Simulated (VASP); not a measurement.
**Bi: single point with PBE**

Bi:

```
Bi
1.0
     4.59545    0.00000    0.00000
     0.00000    4.46521    0.00000
    -0.34130    0.00000    6.42394
Bi
4
Direct
  0.25137 0.25000 0.74873
  0.74863 0.75000 0.25127
  0.24989 0.25000 0.24888
  0.75011 0.75000 0.75112
```

| Quantity | Value |
| --- | --- |
| Program | VASP 6.6.1 |
| Task | single point |
| Functional | PBE |
| Potentials or basis | VASP PAW PBE potentials, release 64 (Bi_d) |
| Cutoff | 520 eV |
| k mesh | 6 × 6 × 4 |
| Occupations | fermi-dirac, width 0.05 eV |
| Spin | no spin polarisation |
| Dipole correction | no |
| Further INCAR settings | ALGO = Fast; EDIFF = 1e-06; NBANDS = 38 |

```json
{
 "Pressure": "3.4 GPa",
 "Largest force": "0.008 eV/Å",
 "Band gap on the k mesh": "zero (bands 30 and 31 overlap by 0.37 eV)"
}
```

Forces on the atoms (eV/Å):
```
Bi  -0.007  0.000 -0.001
Bi   0.007  0.000  0.001
Bi  -0.008  0.000 -0.001
Bi   0.008  0.000  0.001
```

Stress tensor (GPa, compression positive):
```
2.68 0.00 0.17
0.00 3.23 0.00
0.17 0.00 4.29
```

Levels at points of the mesh, in eV from the Fermi level:
```csv
k point,band 26,band 27,band 28,band 29,band 30,band 31,band 32,band 33,band 34,band 35
"(0.00, 0.00, 0.00)",-3.42,-3.12,-1.82,-1.29,-1.18,2.64,3.13,3.23,3.40,4.97
"(0.50, 0.00, 0.00)",-3.62,-0.99,-0.98,-0.93,-0.89,0.99,1.04,1.16,1.16,4.79
"(0.00, 0.50, 0.00)",-3.59,-1.23,-1.23,-1.10,-1.10,0.79,0.79,0.89,0.89,4.93
"(0.50, 0.50, 0.00)",-5.23,-3.48,-3.48,-3.07,-3.07,2.64,2.64,5.11,5.11,5.31
"(0.00, 0.00, 0.50)",-2.65,-2.35,-2.34,-1.92,-1.91,2.15,2.16,3.42,3.42,4.04
"(0.50, 0.00, 0.50)",-0.61,-0.25,-0.25,-0.22,-0.22,-0.06,-0.06,-0.01,-0.01,0.01
"(0.00, 0.50, 0.50)",-0.56,-0.56,-0.56,-0.24,-0.24,-0.23,-0.23,-0.16,-0.16,-0.15
"(0.50, 0.50, 0.50)",-4.44,-4.44,-4.44,0.14,0.14,0.15,0.15,5.38,5.38,5.39
```

It took 3 min on 1 thread of AMD EPYC 9R45 96-Core Processor (Zen 5), on a shared host, peak memory 0.33 GiB.

Caveat: the cell stands under pressure; spin-orbit coupling is left out, which moves the levels of the heavy elements.
